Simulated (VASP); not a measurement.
# Al2Si2C (P4/mmm) in VASP: further runs

Runs on Al2Si2C. Level: PBE. Tasks: single point, relaxation of cell and atoms.

Everything below comes from runs of VASP 6.6.1. Logs are shortened: lines on timing, memory, paths and dates and some standing lists are left out, and cuts for length are marked.

### 1 The cell of the first run

The structure is tetragonal, space group P4/mmm (No. 123). The conventional cell has a = 3.901 Å, b = 3.901 Å, c = 5.321 Å, α = 90.00°, β = 90.00°, γ = 90.00°. Al (site symmetry mmm) has 2 Si at 2.66 Å and 4 Al at 2.76 Å and 4 C at 3.30 Å within 3.5 Å. Si (site symmetry mmm) has 2 C at 1.95 Å and 2 Al at 2.66 Å and 4 Si at 2.76 Å within 2.8 Å. C (site symmetry 4/mmm) has 4 Si at 1.95 Å within 2.6 Å.

The cell was built from a structure type or drawn by symmetry, and may not be a known phase.

### 2 Single point, PBE

Input file INCAR:

```
PREC = Accurate
ENCUT = 520
EDIFF = 1E-6
ISMEAR = 0
SIGMA = 0.1
LREAL = F
LASPH = T
NELM = 100
ALGO = Normal
ISIF = 2
LWAVE = F
LCHARG = F
GGA = PE
NBANDS = 17
```

Input file KPOINTS:

```
regular mesh
0
Gamma
  10 10 8
```

Input file POSCAR:

```
Al2Si2C
1.0
    3.9014986077      0.0000000000      0.0000000000
    0.0000000000      3.9014986077      0.0000000000
    0.0000000000      0.0000000000      5.3207301799
Al Si C
2 2 1
Direct
    0.5000000000      0.0000000000      0.5000000000
    0.0000000000      0.5000000000      0.5000000000
    0.5000000000      0.0000000000      0.0000000000
    0.0000000000      0.5000000000      0.0000000000
    0.0000000000      0.0000000000      0.0000000000
```

Potentials or basis: VASP PAW PBE potentials, release 64 (Al, Si, C).

On the command line:

```
cat potpaw_PBE.64/Al/POTCAR potpaw_PBE.64/Si/POTCAR potpaw_PBE.64/C/POTCAR > POTCAR
mpirun -np 1 vasp_std > vasp.out
```

OUTCAR:

```text
PREC = Accurate
   ENCUT = 520
   EDIFF = 1E-6
   ISMEAR = 0
   LREAL = F
   LASPH = T
   NELM = 100
   ISIF = 2
   GGA = PE

 ion  position               nearest neighbor table
   1  0.500  0.000  0.500-   3 2.66   3 2.66   2 2.76   2 2.76   2 2.76   2 2.76
   2  0.000  0.500  0.500-   4 2.66   4 2.66   1 2.76   1 2.76   1 2.76   1 2.76
   3  0.500  0.000  0.000-   5 1.95   5 1.95   1 2.66   1 2.66   4 2.76   4 2.76   4 2.76   4 2.76

   4  0.000  0.500  0.000-   5 1.95   5 1.95   2 2.66   2 2.66   3 2.76   3 2.76   3 2.76   3 2.76

   5  0.000  0.000  0.000-   3 1.95   4 1.95   4 1.95   3 1.95

  LATTYP: Found a simple tetragonal cell.
 ALAT       =     3.9014986077
 C/A-ratio  =     1.3637657513

  Lattice vectors:

 A1 = (   3.9014986077,   0.0000000000,   0.0000000000)
 A2 = (   0.0000000000,   3.9014986077,   0.0000000000)
 A3 = (   0.0000000000,   0.0000000000,   5.3207301799)

Analysis of symmetry for initial positions (statically):
=====================================================================
 Subroutine PRICEL returns:
 Original cell was already a primitive cell.

 Routine SETGRP: Setting up the symmetry group for a
 simple tetragonal supercell.

 Subroutine GETGRP returns: Found 16 space group operations
 (whereof 16 operations were pure point group operations)
 out of a pool of 16 trial point group operations.

The static configuration has the point symmetry D_4h.

Analysis of symmetry for dynamics (positions and initial velocities):
=====================================================================
 Subroutine PRICEL returns:
 Original cell was already a primitive cell.

 Routine SETGRP: Setting up the symmetry group for a
 simple tetragonal supercell.

 Subroutine GETGRP returns: Found 16 space group operations
 (whereof 16 operations were pure point group operations)
 out of a pool of 16 trial point group operations.

The dynamic configuration has the point symmetry D_4h.

 Subroutine INISYM returns: Found 16 space group operations
 (whereof 16 operations are pure point group operations),
 and found     1 'primitive' translations

----------------------------------------------------------------------------------------

                                     Primitive cell

  volume of cell :      80.9905

  direct lattice vectors                    reciprocal lattice vectors
     3.901498608  0.000000000  0.000000000     0.256311766  0.000000000  0.000000000
     0.000000000  3.901498608  0.000000000     0.000000000  0.256311766  0.000000000
     0.000000000  0.000000000  5.320730180     0.000000000  0.000000000  0.187944129

  length of vectors
     3.901498608  3.901498608  5.320730180     0.256311766  0.256311766  0.187944129

  position of ions in fractional coordinates (direct lattice)
     0.500000000  0.000000000  0.500000000
     0.000000000  0.500000000  0.500000000
     0.500000000  0.000000000  0.000000000
     0.000000000  0.500000000  0.000000000
     0.000000000  0.000000000  0.000000000

  ion indices of the primitive-cell ions
   primitive index   ion index
                 1           1
                 2           2
                 3           3
                 4           4
                 5           5

----------------------------------------------------------------------------------------

 KPOINTS: regular mesh

Automatic generation of k-mesh.
 Grid dimensions read from file:
 generate k-points for:   10   10    8

 Generating k-lattice:

  Cartesian coordinates                     Fractional coordinates (reciprocal lattice)
     0.025631177  0.000000000  0.000000000     0.100000000  0.000000000  0.000000000
     0.000000000  0.025631177  0.000000000     0.000000000  0.100000000  0.000000000
     0.000000000  0.000000000  0.023493016     0.000000000  0.000000000  0.125000000

  Length of vectors
     0.025631177  0.025631177  0.023493016

  Shift w.r.t. Gamma in fractional coordinates (k-lattice)
     0.000000000  0.000000000  0.000000000

 Subroutine IBZKPT returns following result:
 ===========================================

 Found    105 irreducible k-points:

 Following reciprocal coordinates:
            Coordinates               Weight
  0.000000  0.000000  0.000000      1.000000
  0.100000  0.000000  0.000000      4.000000
  0.200000  0.000000  0.000000      4.000000
  0.300000  0.000000  0.000000      4.000000
  0.400000  0.000000  0.000000      4.000000
  0.500000  0.000000  0.000000      2.000000
[... 16 lines left out ...]
  0.100000  0.000000  0.125000      8.000000
  0.200000  0.000000  0.125000      8.000000
 [... further k-points ...]
   k-points           NKPTS =    105   k-points in BZ     NKDIM =    105   number of bands    NBANDS=     17
   number of dos      NEDOS =    301   number of ions     NIONS =      5
   total plane-waves  NPLWV =  36000
   dimension x,y,z NGX =    30 NGY =   30 NGZ =   40
   dimension x,y,z NGXF=    60 NGYF=   60 NGZF=   80
   ions per type =               2   2   1
   NGX,Y,Z   is equivalent  to a cutoff of  12.78, 12.78, 12.50 a.u.
   NGXF,Y,Z  is equivalent  to a cutoff of  25.57, 25.57, 25.00 a.u.
 SYSTEM =  unknown system
   PREC   = accura    normal or accurate (medium, high low for compatibility)
   ISTART =      0    job   : 0-new  1-cont  2-samecut
   ICHARG =      2    charge: 1-file 2-atom 10-const
   ISPIN  =      1    spin polarized calculation?
   LNONCOLLINEAR =      F non collinear calculations
   LSORBIT =      F    spin-orbit coupling
   LASPH  =      T    aspherical Exc in radial PAW
   ENCUT  =  520.0 eV  38.22 Ry    6.18 a.u.   7.25  7.25  9.89*2*pi/ulx,y,z
   NELM   =    100;   NELMIN=  2; NELMDL= -5     # of ELM steps
   EDIFF  = 0.1E-05   stopping-criterion for ELM
   LREAL  =      F    real-space projection
   EDIFFG = 0.1E-04   stopping-criterion for IOM
   NSW    =      0    number of steps for IOM
   IBRION =     -1    ionic relax: 0-MD 1-quasi-New 2-CG
   NFREE  =      0    steps in history (QN), initial steepest desc. (CG)
   ISIF   =      2    stress and relaxation
   ISYM   =      2    0-nonsym 1-usesym 2-fastsym
   POTIM  = 0.5000    time-step for ionic-motion
   TEBEG  =    0.0;   TEEND  =   0.0 temperature during run
   PSTRESS=    0.0 pullay stress
   NELECT =      18.0000    total number of electrons
   NUPDOWN=      -1.0000    fix difference up-down
   EMIN   =  10.00;   EMAX   =-10.00  energy-range for DOS
   EFERMI =   0.00;   METHOD = LEGACY
   ISMEAR =     0;   SIGMA  =   0.10  broadening in eV -4-tet -1-fermi 0-gaus
   EFERMI_NEDOS =   21; number of points for ismear=-14 and -15
   IALGO  =     38    algorithm
   IMIX   =      4    mixing-type and parameters
     AMIX     =   0.40;   BMIX     =  1.00
     AMIX_MAG =   1.60;   BMIX_MAG =  1.00
  volume/ion in A,a.u.               =      16.20       109.31
  Fermi-wavevector in a.u.,A,eV,Ry     =   0.991641  1.873929 13.379303  0.983351
  Thomas-Fermi vector in A             =   2.123396
   LORBIT       =      0    0 simple, 1 ext, 2 COOP (PROOUT), +10 PAW based schemes
   GGA     = PE    functional components
   LHFCALC =     F    Hartree Fock is set to
   AEXX    =    0.0000 exact exchange contribution
   IVDW    =     0    specifies the selected vdW correction
   LEPSILON=     F    determine dielectric tensor
   LRPA    =     F    only Hartree local field effects (RPA)
 non-spin polarized calculation
 Gauss-broadening in eV      SIGMA  =   0.10
  energy-cutoff  :      520.00
  volume of cell :       80.99
 maximum number of plane-waves:      2200
 NGX is ok and might be reduce to    30
   NGX = 15   NGY = 15   NGZ = 19

 number of electron      17.9999999 magnetization

 Free energy of the ion-electron system (eV)
  ---------------------------------------------------
  ext. energy  EPLUGINS =         0.00000000
  ---------------------------------------------------
  free energy    TOTEN  =       -23.12939544 eV

  energy without entropy =      -23.11784666  energy(sigma->0) =      -23.12362105

 E-fermi :   6.6271     XC(G=0): -10.0731

 val. band max:        6.6206117317   @ k =   0.4000   0.3000   0.2500
 cond. band min:       6.6278266701   @ k =   0.3000   0.1000   0.5000
 fundamental gap:      0.0072149384
 Fermi energy:         6.6270582664

 k-point     1 :       0.0000    0.0000    0.0000
  band No.  band energies     occupation
      1      -7.7457      2.00000
      2      -0.6803      2.00000
      3       0.4805      2.00000
      4       0.4805      2.00000
      5       0.6790      2.00000
      6       2.8265      2.00000
[... 9 lines left out ...]
     16      11.4753      0.00000
     17      11.4753      0.00000

 k-point     2 :       0.1000    0.0000    0.0000
  band No.  band energies     occupation
      1      -7.6784      2.00000
      2      -0.7997      2.00000
      3       0.0688      2.00000
      4       0.5236      2.00000
      5       0.7612      2.00000
      6       3.0989      2.00000
[... 9 lines left out ...]
     16      11.6036      0.00000
     17      11.9930      0.00000

 k-point     3 :       0.2000    0.0000    0.0000
  band No.  band energies     occupation
      1      -7.4852      2.00000
      2      -1.5626      2.00000
      3       0.0172      2.00000
      4       0.6428      2.00000
      5       1.0043      2.00000
      6       3.2903      2.00000
[... 9 lines left out ...]
     16      12.9182      0.00000
     17      13.1017      0.00000

 k-point     4 :       0.3000    0.0000    0.0000
  band No.  band energies     occupation
      1      -7.1991      2.00000
      2      -2.5157      2.00000
      3       0.3929      2.00000
      4       0.8050      2.00000
      5       1.3929      2.00000
      6       3.2846      2.00000
[... 9 lines left out ...]
     16      12.3169      0.00000
     17      13.6423      0.00000
[... 343 lines left out ...]
      1      -7.7312      2.00000
      2      -1.0335      2.00000
      3       0.4875      2.00000
      4       0.4875      2.00000
      5       1.0992      2.00000
      6       2.8662      2.00000
[... 9 lines left out ...]
     16      12.0048      0.00000
     17      12.0048      0.00000

 k-point    23 :       0.1000    0.0000    0.1250
  band No.  band energies     occupation
      1      -7.6642      2.00000
      2      -1.0317      2.00000
      3      -0.1083      2.00000
      4       0.5305      2.00000
      5       1.2645      2.00000
      6       3.1568      2.00000
[... 9 lines left out ...]
     16      12.0151      0.00000
     17      12.6908      0.00000

 k-point    24 :       0.2000    0.0000    0.1250
  band No.  band energies     occupation
      1      -7.4717      2.00000
      2      -1.5553      2.00000
      3      -0.4146      2.00000
      4       0.6491      2.00000
      5       1.5293      2.00000
      6       3.3510      2.00000
[... 9 lines left out ...]
     16      12.3098      0.00000
     17      13.3191      0.00000

 [... further k-points ...]
[... 5 lines left out ...]
  --------------------------------------------------------------------------------------
  -------------------------------------------------------------------------------------
  Total        0.0096862      0.0096862     -0.0287422      0.0000000     -0.0000000      0.0000000
  in kB        0.1916147      0.1916147     -0.5685855      0.0000000     -0.0000000      0.0000000
  external PRESSURE =      -0.0617853 kB  Pullay stress =       0.0000000 kB

 VOLUME and BASIS-vectors are now :
 -----------------------------------------------------------------------------
  energy-cutoff  :      520.00
  volume of cell :       80.99
      direct lattice vectors                 reciprocal lattice vectors
     3.901498608  0.000000000  0.000000000     0.256311766  0.000000000  0.000000000
     0.000000000  3.901498608  0.000000000     0.000000000  0.256311766  0.000000000
     0.000000000  0.000000000  5.320730180     0.000000000  0.000000000  0.187944129

 POSITION                                       TOTAL-FORCE (eV/Angst)
 -----------------------------------------------------------------------------------
      1.95075      0.00000      2.66037         0.000000      0.000000      0.000000
      0.00000      1.95075      2.66037         0.000000      0.000000      0.000000
      1.95075      0.00000      0.00000         0.000000      0.000000      0.000000
      0.00000      1.95075      0.00000         0.000000      0.000000      0.000000
      0.00000      0.00000      0.00000         0.000000      0.000000      0.000000
 -----------------------------------------------------------------------------------
    total drift:                               -0.000000     -0.000000      0.000000

  FREE ENERGIE OF THE ION-ELECTRON SYSTEM (eV)
  ---------------------------------------------------
  free  energy   TOTEN  =       -23.1293954399 eV

  energy  without entropy=      -23.1178466597  energy(sigma->0) =      -23.12362105
```

It took 63 s on 1 thread of Intel Xeon 6975P-C (Granite Rapids), shared host; peak memory 0.26 GiB.

What came out:

```
Free energy            : -23.1294 eV
Pressure               : 0.0 GPa
Band gap on the k mesh : zero (bands 9 and 10 overlap by 2.95 eV)
```

Levels at points of the mesh, in eV from the Fermi level:
```
           k point  band 5  band 6  band 7  band 8  band 9  band 10  band 11  band 12  band 13  band 14
(0.00, 0.00, 0.00)   -5.95   -3.80   -3.19    0.89    0.97     0.97     1.77     3.89     3.94     3.94
(0.50, 0.00, 0.00)   -4.47   -4.39   -2.86   -2.04   -0.17     0.41     1.98     2.83     3.29     4.04
(0.50, 0.50, 0.00)   -2.67   -2.57   -2.57   -2.16   -1.97    -1.97    -1.15     2.15     3.59     3.59
(0.00, 0.00, 0.50)   -4.30   -3.48   -2.04   -0.49    0.41     0.41     1.15     2.39     3.35     3.35
(0.50, 0.00, 0.50)   -5.59   -3.18   -0.72   -0.04    0.17     1.36     1.69     2.12     2.55     2.67
(0.50, 0.50, 0.50)   -4.51   -4.51   -4.15   -2.86    0.51     1.34     1.34     3.35     3.35     5.45
```

(Part 1 of 2 ends here.)
